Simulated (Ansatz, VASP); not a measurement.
ZnO: VASP beside Ansatz

```
Zn O
1.0
     3.26011    0.00000    0.00000
    -1.63005    2.82333    0.00000
     0.00000    0.00000    5.22300
Zn O
2 2
Cartesian
  0.0000 1.8822 2.6115
  1.6301 0.9411 0.0000
  1.6301 0.9411 1.9796
  0.0000 1.8822 4.5911
```

Alike in both runs: task single point; functional PBE; k mesh 12 × 12 × 4; no spin polarisation.

|  | VASP | Ansatz |
| --- | --- | --- |
| version | VASP 6.6.1 | Ansatz 0.2.0 |
| potentials or method | VASP PAW PBE potentials, release 64 (Zn, O), cutoff 520 eV | plane waves, PAW |
| occupations | gaussian, width 0.01 eV | fixed |
| valence electrons in the cell | 36 | 36 |

Ansatz gave:

```
pressure (GPa)                                                : 3.4
traceless stress, the component that is largest in VASP (GPa) : 1.10
```

Problem. Which values does VASP return?

Solution. Pressure (GPa): 4.5; traceless stress, the component that is largest in VASP (GPa): 1.15.

Ansatz's warnings: structure snapped to symmetry.
